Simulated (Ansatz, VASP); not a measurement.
**Li4BH: VASP beside Ansatz**

File INCAR:

```
  PREC = Accurate
  ENCUT = 520
  EDIFF = 1E-6
  ISMEAR = 0
  SIGMA = 0.1
  LREAL = F
  LASPH = T
  NELM = 100
  ALGO = Normal
  ISIF = 2
  LWAVE = F
  LCHARG = T
  GGA = PE
  LELF = T
  LVHAR = T
  NBANDS = 17
```

File KPOINTS:

```
regular mesh
0
Gamma
  6 6 2
```

File POSCAR:

```
Li4BH
1.0
    3.2407113000      0.0000000000      0.0000000000
   -1.6203556500      2.8065383100      0.0000000000
    0.0000000000      0.0000000000      9.8126645700
Li B H
4 1 1
Direct
    0.3333333300      0.6666666700      0.8596523400
    0.6666666700      0.3333333300      0.1403476600
    0.3333333300      0.6666666700      0.3683278600
    0.6666666700      0.3333333300      0.6316721400
    0.0000000000      0.0000000000      0.0000000000
    0.0000000000      0.0000000000      0.5000000000
```

Input for Ansatz:

```yaml
crystal:
  lattice:
    - [3.2407113, 0.0, 0.0]
    - [-1.62035565, 2.80653831, 0.0]
    - [0.0, 0.0, 9.81266457]
  atoms:
    - { symbol: Li, position: [0.33333333, 0.66666667, 0.85965234] }
    - { symbol: Li, position: [0.66666667, 0.33333333, 0.14034766] }
    - { symbol: Li, position: [0.33333333, 0.66666667, 0.36832786] }
    - { symbol: Li, position: [0.66666667, 0.33333333, 0.63167214] }
    - { symbol: B, position: [0.0, 0.0, 0.0] }
    - { symbol: H, position: [0.0, 0.0, 0.5] }
basis:
  ecutwfc: 420
kpoints:
  mp_grid: { grid: [6, 6, 2] }
hamiltonian:
  xc: pbe
scf:
  occupations: { method: gaussian, width: 0.1 }
  lower_state_search: "off"
output:
  forces: true
  stress: true
  eigenvalues: true
```

Alike in both runs: task single point; functional PBE; k mesh 6 × 6 × 2; occupations gaussian, width 0.1 eV; no spin polarisation.

```csv
,VASP,Ansatz
version,VASP 6.6.1,Ansatz 0.2.0
potentials or method,"VASP PAW PBE potentials, release 64 (Li_sv, B, H), cutoff 520 eV","scalar-relativistic, plane waves, PAW"
valence electrons in the cell,16,16
```

VASP gave:

```
gap on the k mesh at the Fermi level (eV) : none
rms of the force components (eV/Å)        : 0.206
```

**Question.** What did Ansatz give for the same quantities?

**Answer.** gap on the k mesh at the Fermi level (eV): none; rms of the force components (eV/Å): 0.205.

Atom by atom the forces differ by 0.001 eV/Å (rms over components). A gap of «none» marks a metal or a gap that the smearing closes.

The k mesh is coarse, so the values compare programs but aren't converged. Noted on VASP's run: the cutoff is under 1.25 times that of the potentials, so the pressure is a little rough.
